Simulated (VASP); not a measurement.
A run of VASP 6.6.1 is set up as follows.

INCAR

```
PREC = Accurate ; ENCUT = 600
EDIFF = 1E-6 ; ISMEAR = 0
SIGMA = 0.02 ; LREAL = False
LASPH = True ; NELM = 120
ALGO = Normal ; ISIF = 2
LWAVE = False ; LCHARG = True
GGA = PE ; LELF = True
LVHAR = True ; NBANDS = 11
GGA_COMPAT = False
```

The input KPOINTS:

```
Automatic mesh
0
Gamma
  8 8 8
```

The input POSCAR:

```
MgS
1.0
    0.0000000000      2.6147705030      2.6147705030
    2.6147705030      0.0000000000      2.6147705030
    2.6147705030      2.6147705030      0.0000000000
Mg S
1 1
Direct
    0.0000000000      0.0000000000      0.0000000000
    0.5000000000      0.5000000000      0.5000000000
```

Potentials or basis: VASP PAW PBE potentials, release 64 (Mg, S).

Launch:

```sh
$ cat potpaw_PBE.64/Mg/POTCAR potpaw_PBE.64/S/POTCAR > POTCAR
$ mpirun -np 1 vasp_std > vasp.out
```

(1) What does it give for the pressure?

(2) What does it give for the band gap on the k mesh?

Results:

(1) -0.3 GPa.

(2) 2.74 eV, indirect (least direct gap 3.59 eV).
